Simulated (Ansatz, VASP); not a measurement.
# Zr2Si2C in VASP and in Ansatz

Contents of INCAR:

```
SYSTEM = Zr2Si2C
  ALGO = Fast
  EDIFF = 1E-7
  ENCUT = 520
  GGA = PE
  ISIF = 2
  ISMEAR = 0
  LASPH = .TRUE.
  LCHARG = .TRUE.
  LELF = .TRUE.
  LREAL = .FALSE.
  LVHAR = .TRUE.
  LWAVE = .FALSE.
  NBANDS = 47
  NELM = 60
  PREC = Accurate
  SIGMA = 0.2
```

The input KPOINTS:

```
k-points
0
G
  6 6 2
  0 0 0
```

Contents of POSCAR:

```
Zr2Si2C
1.0
    3.6786645326      0.0000000000      0.0000000000
    0.0000000000      3.6786645326      0.0000000000
    0.0000000000      0.0000000000     11.2768157457
Zr Si C
4 4 2
Direct
    0.0000000000      0.5000000000      0.4128005814
    1.0000000000      0.5000000000      0.9128005814
    0.5000000000      1.0000000000      0.0871994186
    0.5000000000      1.0000000000      0.5871994186
    0.0000000000      0.5000000000      0.1583660876
    0.0000000000      0.5000000000      0.6583660876
    0.5000000000      1.0000000000      0.3416339124
    0.5000000000      1.0000000000      0.8416339124
    0.0000000000      0.0000000000      0.2500000000
    0.0000000000      1.0000000000      0.7500000000
```

Input for Ansatz:

```yaml
crystal:
  lattice:
    - [3.6786645326, 0.0, 0.0]
    - [0.0, 3.6786645326, 0.0]
    - [0.0, 0.0, 11.2768157457]
  atoms:
    - { symbol: Zr, position: [0.0, 0.5, 0.4128005814] }
    - { symbol: Zr, position: [1.0, 0.5, 0.9128005814] }
    - { symbol: Zr, position: [0.5, 1.0, 0.0871994186] }
    - { symbol: Zr, position: [0.5, 1.0, 0.5871994186] }
    - { symbol: Si, position: [0.0, 0.5, 0.1583660876] }
    - { symbol: Si, position: [0.0, 0.5, 0.6583660876] }
    - { symbol: Si, position: [0.5, 1.0, 0.3416339124] }
    - { symbol: Si, position: [0.5, 1.0, 0.8416339124] }
    - { symbol: C, position: [0.0, 0.0, 0.25] }
    - { symbol: C, position: [0.0, 1.0, 0.75] }
basis:
  ecutwfc: 420
kpoints:
  mp_grid: { grid: [6, 6, 2] }
hamiltonian:
  xc: pbe
scf:
  occupations: { method: gaussian, width: 0.2 }
  lower_state_search: "off"
output:
  forces: true
  stress: true
  eigenvalues: true
```

Alike in both runs: task single point; functional PBE; k mesh 6 × 6 × 2; occupations gaussian, width 0.2 eV; no spin polarisation.

```csv
,VASP,Ansatz
version,VASP 6.6.1,Ansatz 0.2.0
potentials or method,"VASP PAW PBE potentials, release 64 (Zr_sv, Si, C), cutoff 520 eV","scalar-relativistic, plane waves, PAW"
valence electrons in the cell,72,72
```

```csv
,VASP,Ansatz,Ansatz less VASP
gap on the k mesh at the Fermi level (eV),none,none,-
pressure (GPa),0.0,-0.1,-0.06
"traceless stress, the component that is largest in VASP (GPa)",1.27,1.27,0.000
rms of the force components (eV/Å),0.045,0.046,+0.0013
```

Atom by atom the forces differ by 0.001 eV/Å (rms over components). A gap of «none» marks a metal or a gap that the smearing closes. With one functional, cell and mesh, what is left measures potentials, basis and numerics.
